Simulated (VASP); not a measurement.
Wanted: the native input for a VASP 6.6.1 run.

| Property | Result |
| --- | --- |
| Task | single point |
| Functional | PBE |
| Potentials or basis | VASP PAW PBE potentials, release 64 (Li_sv, F) |
| Cutoff | 520 eV |
| k mesh | 12 × 12 × 6 |
| Occupations | gaussian, width 0.01 eV |
| Spin | no spin polarisation |
| Dipole correction | no |
| Further INCAR settings | ALGO = Normal; EDIFF = 1e-06; NBANDS = 18 |

The structure of LiF lies in POSCAR:

```
LiF
1.0
    3.0810126255      0.0000000000      0.0000000000
   -1.5405063128      2.6682352031      0.0000000000
    0.0000000000      0.0000000000      4.7853430406
Li F
2 2
Direct
    0.3333333333      0.6666666667     -0.0074305281
    0.6666666667      0.3333333333      0.4925694719
    0.3333333333      0.6666666667      0.3824305281
    0.6666666667      0.3333333333      0.8824305281
```

The input as run:

INCAR

```
SYSTEM = LiF
PREC = Accurate ; ENCUT = 520
EDIFF = 1E-6 ; ISMEAR = 0
SIGMA = 0.01 ; LREAL = .FALSE.
LASPH = .TRUE. ; NELM = 60
ALGO = Normal ; ISIF = 2
LWAVE = .FALSE. ; LCHARG = .FALSE.
GGA = PE ; NBANDS = 18
```

KPOINTS

```
Automatic mesh
0
G
  12 12 6
  0 0 0
```

Potentials or basis: VASP PAW PBE potentials, release 64 (Li_sv, F).

Run with:

```sh
$ cat potpaw_PBE.64/Li_sv/POTCAR potpaw_PBE.64/F/POTCAR > POTCAR
$ mpirun -np 1 vasp_std > vasp.out
```

Results of the run:

The largest force is 0.003 eV/Å and the band gap on the k mesh is 7.84 eV, direct.

It took 19 s on 1 thread of Intel(R) Xeon(R) Platinum 8488C (Sapphire Rapids), on a shared host, peak memory 0.17 GiB.
